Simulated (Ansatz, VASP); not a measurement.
## Pt: VASP beside Ansatz

The input INCAR:

```
PREC = Accurate
ENCUT = 520
EDIFF = 1E-6
ISMEAR = -1
SIGMA = 0.1
LREAL = False
LASPH = True
NELM = 80
ALGO = Normal
ISIF = 2
LWAVE = False
LCHARG = False
NBANDS = 28
```

File KPOINTS:

```
regular mesh
0
Gamma
  17 17 5
```

POSCAR

```
Pt
1.0
    2.7375477193      0.0000000000      0.0000000000
   -1.3687738596      2.3707858689      0.0000000000
    0.0000000000      0.0000000000      9.1316270460
Pt
4
Direct
    0.0000000000      0.0000000000      0.0000000000
    0.0000000000      0.0000000000      0.5000000000
    0.3333333333      0.6666666667      0.2500000000
    0.6666666667      0.3333333333      0.7500000000
```

Input for Ansatz:

```yaml
crystal:
  lattice:
    - [2.7375477193, 0.0, 0.0]
    - [-1.3687738596, 2.3707858689, 0.0]
    - [0.0, 0.0, 9.131627046]
  atoms:
    - { symbol: Pt, position: [0.0, 0.0, 0.0] }
    - { symbol: Pt, position: [0.0, 0.0, 0.5] }
    - { symbol: Pt, position: [0.3333333333, 0.6666666667, 0.25] }
    - { symbol: Pt, position: [0.6666666667, 0.3333333333, 0.75] }
hamiltonian:
  xc: lda
  pseudopotentials:
    kind: paw
    azcp:
      Pt: "pseudopotentials/Pt.paw.azcp"
basis:
  ecutwfc: 420
  fft_grid_basis: typed
kpoints:
  mp_grid: { grid: [17, 17, 5], shift: [0, 0, 0] }
magnetization:
  spin_polarized: false
scf:
  occupations: { method: fermi_dirac, width: 0.1 }
output:
  stress: true
```

Alike in both runs: task single point; functional LDA; k mesh 17 × 17 × 5; occupations fermi-dirac, width 0.1 eV; no spin polarisation.

```csv
,VASP,Ansatz
version,VASP 6.6.1,Ansatz 0.2.0
potentials or method,"VASP PAW LDA potentials, release 64 (Pt), cutoff 520 eV","plane waves (420 eV) with PAW, scalar-relativistic"
valence electrons in the cell,40,72
```

VASP gave:

```
pressure (GPa)                                                : 0.7
traceless stress, the component that is largest in VASP (GPa) : 0.02
```

Estimate Ansatz's values.

pressure (GPa): -0.1; traceless stress, the component that is largest in VASP (GPa): 0.15.

Ansatz warns that its potentials were made for another functional, while VASP's fit it. LDA's correlation is that of Perdew and Zunger in VASP and of Perdew and Wang (1992) in Ansatz. VASP's potentials hold 40 valence electrons a cell and Ansatz's 72, so a difference there can come from the potentials and not from the codes.

Neither program's run includes spin-orbit coupling.
